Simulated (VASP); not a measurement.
# Ir in VASP: single point with LDA

Aim: the single point of Ir with LDA.

All numbers are computed with VASP 6.6.1; they aren't measurements. Logs are shortened: lines on timing, memory, paths and dates and some standing lists are left out, and cuts for length are marked.

## Step 1: The cell of the first run

The cell holds a slab with vacuum, 3 atoms: a = 2.695 Å, b = 2.695 Å, c = 18.400 Å, α = 90.00°, β = 90.00°, γ = 120.00°.

## Step 2: Single point, LDA

Input file INCAR:

```
SYSTEM = Ir
  ALGO = Normal
  DIPOL = 0.5 0.5 0.497
  EDIFF = 1E-6
  ENCUT = 420
  GGA = CA
  GGA_COMPAT = .False.
  IDIPOL = 3
  ISIF = 2
  ISMEAR = 0
  LASPH = .True.
  LCHARG = .False.
  LDIPOL = .True.
  LREAL = .False.
  LWAVE = .False.
  NBANDS = 32
  NELM = 120
  NELMDL = -8
  PREC = Accurate
  SIGMA = 0.1
```

Input file KPOINTS:

```
k-points
0
Gamma
  12 12 1
  0 0 0
```

Input file POSCAR:

```
Ir
1.0
    2.6946510889      0.0000000000      0.0000000000
   -1.3473255444      2.3336362973      0.0000000000
    0.0000000000      0.0000000000     18.4003468017
Ir
3
Direct
    0.6666666667      0.3333333333      0.3804276123
    0.3333333333      0.6666666667      0.4966486650
    0.0000000000      0.0000000000      0.6128664201
```

Potentials or basis: VASP PAW LDA potentials, release 64 (Ir_sv_GW).

Started as:

```bash
cat potpaw_LDA.64/Ir_sv_GW/POTCAR > POTCAR
mpirun -np 1 vasp_std > vasp.out
```

OUTCAR:

```text
SYSTEM = Ir
   EDIFF = 1E-6
   ENCUT = 420
   GGA = CA
   ISIF = 2
   ISMEAR = 0
   LASPH = .True.
   LREAL = .False.
   NELM = 120
   NELMDL = -8
   PREC = Accurate

 ion  position               nearest neighbor table
   1  0.667  0.333  0.380-   2 2.64   2 2.64   2 2.64
   2  0.333  0.667  0.497-   3 2.64   3 2.64   3 2.64   1 2.64   1 2.64   1 2.64
   3  0.000  0.000  0.613-   2 2.64   2 2.64   2 2.64

  LATTYP: Found a hexagonal cell.
 ALAT       =     2.6946510889
 C/A-ratio  =     6.8284709948

  Lattice vectors:

 A1 = (   2.6946510889,   0.0000000000,   0.0000000000)
 A2 = (  -1.3473255444,   2.3336362973,   0.0000000000)
 A3 = (   0.0000000000,   0.0000000000,  18.4003468017)

Analysis of symmetry for initial positions (statically):
=====================================================================
 Subroutine PRICEL returns:
 Original cell was already a primitive cell.

 Routine SETGRP: Setting up the symmetry group for a
 hexagonal supercell.

 Subroutine GETGRP returns: Found 12 space group operations
 (whereof  6 operations were pure point group operations)
 out of a pool of 24 trial point group operations.

The static configuration has the point symmetry C_3v.
 The point group associated with its full space group is D_3d.

Analysis of symmetry for dynamics (positions and initial velocities):
=====================================================================
 Subroutine PRICEL returns:
 Original cell was already a primitive cell.

 Routine SETGRP: Setting up the symmetry group for a
 hexagonal supercell.

 Subroutine GETGRP returns: Found 12 space group operations
 (whereof  6 operations were pure point group operations)
 out of a pool of 24 trial point group operations.

The dynamic configuration has the point symmetry C_3v.
 The point group associated with its full space group is D_3d.

 Subroutine INISYM returns: Found 12 space group operations
 (whereof  6 operations are pure point group operations),
 and found     1 'primitive' translations

----------------------------------------------------------------------------------------

                                     Primitive cell

  volume of cell :     115.7076

  direct lattice vectors                    reciprocal lattice vectors
     2.694651089  0.000000000  0.000000000     0.371105559  0.214257895  0.000000000
    -1.347325544  2.333636297  0.000000000     0.000000000  0.428515789  0.000000000
     0.000000000  0.000000000 18.400346802     0.000000000  0.000000000  0.054346802

  length of vectors
[... 83 lines left out ...]
   NFREE  =      0    steps in history (QN), initial steepest desc. (CG)
   ISIF   =      2    stress and relaxation
   ISYM   =      2    0-nonsym 1-usesym 2-fastsym
   POTIM  = 0.5000    time-step for ionic-motion
   TEBEG  =    0.0;   TEEND  =   0.0 temperature during run
   PSTRESS=    0.0 pullay stress
   NELECT =      51.0000    total number of electrons
   NUPDOWN=      -1.0000    fix difference up-down
   EMIN   =  10.00;   EMAX   =-10.00  energy-range for DOS
   EFERMI =   0.00;   METHOD = LEGACY
   ISMEAR =     0;   SIGMA  =   0.10  broadening in eV -4-tet -1-fermi 0-gaus
   EFERMI_NEDOS =   21; number of points for ismear=-14 and -15
   IALGO  =     38    algorithm
   IMIX   =      4    mixing-type and parameters
     AMIX     =   0.40;   BMIX     =  1.00
     AMIX_MAG =   1.60;   BMIX_MAG =  1.00
  volume/ion in A,a.u.               =      38.57       260.28
  Fermi-wavevector in a.u.,A,eV,Ry     =   1.245884  2.354380 21.119334  1.552227
  Thomas-Fermi vector in A             =   2.380086
   LORBIT       =      0    0 simple, 1 ext, 2 COOP (PROOUT), +10 PAW based schemes
   GGA     = CA    functional components
   LHFCALC =     F    Hartree Fock is set to
   AEXX    =    0.0000 exact exchange contribution
   IVDW    =     0    specifies the selected vdW correction
   LEPSILON=     F    determine dielectric tensor
   LRPA    =     F    only Hartree local field effects (RPA)
 non-spin polarized calculation
 Gauss-broadening in eV      SIGMA  =   0.10
  energy-cutoff  :      420.00
  volume of cell :      115.71
 maximum number of plane-waves:      2297
 NGX is ok and might be reduce to    18
   NGX =  9   NGY =  9   NGZ = 61

 number of electron      50.9999999 magnetization

 dipolmoment           0.000000      0.000000     -0.000504 electrons x Angstroem

 Free energy of the ion-electron system (eV)
  ---------------------------------------------------
  ext. energy  EPLUGINS =         0.00000000
  ---------------------------------------------------
  free energy    TOTEN  =       -30.45287197 eV

  energy without entropy =      -30.43340135  energy(sigma->0) =      -30.44313666

 E-fermi :   1.0537     XC(G=0):  -6.4212

 val. band max:        1.0163740391   @ k =   0.3333   0.0833   0.0000
 cond. band min:       1.1096852330   @ k =   0.3333   0.0000   0.0000
 fundamental gap:      0.0933111940
 Fermi energy:         1.0537158624

 k-point     1 :       0.0000    0.0000    0.0000
  band No.  band energies     occupation
      1     -91.6435      2.00000
      2     -90.9947      2.00000
      3     -90.9800      2.00000
      4     -48.9992      2.00000
      5     -48.4474      2.00000
      6     -48.4474      2.00000
[... 654 lines left out ...]
     31       9.2264      0.00000
     32       9.2267      0.00000

------------------------ aborting loop because EDIFF is reached ----------------------------------------

 vacuum level on the upper side and lower side of the slab       (xc-potential included)        -0.017        -0.003

  FORCE on cell =-STRESS in cart. coord.  units (eV):
  Direction    XX          YY          ZZ          XY          YZ          ZX
  --------------------------------------------------------------------------------------
  -------------------------------------------------------------------------------------
  Total       -3.7637453     -3.7637453     -0.2941943     -0.0000000      0.0000000     -0.0000000
  in kB      -52.1157622    -52.1157622     -4.0736440     -0.0000000      0.0000000     -0.0000000
  external PRESSURE =     -36.1017228 kB  Pullay stress =       0.0000000 kB

 VOLUME and BASIS-vectors are now :
 -----------------------------------------------------------------------------
  energy-cutoff  :      420.00
  volume of cell :      115.71
      direct lattice vectors                 reciprocal lattice vectors
     2.694651089  0.000000000  0.000000000     0.371105559  0.214257895  0.000000000
    -1.347325544  2.333636297  0.000000000     0.000000000  0.428515789  0.000000000
     0.000000000  0.000000000 18.400346802     0.000000000  0.000000000  0.054346802

 POSITION                                       TOTAL-FORCE (eV/Angst)
 -----------------------------------------------------------------------------------
      1.34733      0.77788      7.00000        -0.000000      0.000000     -0.076917
     -0.00000      1.55576      9.13851         0.000000     -0.000000      0.000000
      0.00000      0.00000     11.27695         0.000000     -0.000000      0.076917
 -----------------------------------------------------------------------------------
    total drift:                               -0.000000      0.000000     -0.255009

  FREE ENERGIE OF THE ION-ELECTRON SYSTEM (eV)
  ---------------------------------------------------
  free  energy   TOTEN  =       -30.4528719681 eV

  energy  without entropy=      -30.4334013500  energy(sigma->0) =      -30.44313666

 vacuum level on the upper side and lower side of the slab         6.698         6.713
```

Run time: 62 s. Hardware: 1 thread of Intel Xeon Platinum 8488C (Sapphire Rapids), shared host; peak memory 0.18 GiB.

What came out:

```
Free energy            : -30.4529 eV
Largest force          : 0.077 eV/Å
Band gap on the k mesh : zero (an odd number of electrons rules out a gap without spin polarisation)
```

Forces on the atoms (eV/Å):
```
Ir   0.000  0.000 -0.077
Ir   0.000  0.000  0.000
Ir   0.000  0.000  0.077
```

Caveat: spin-orbit coupling is left out, which moves the levels of the heavy elements.

The gap in the log of VASP goes by the Fermi energy; the results here count the filled bands.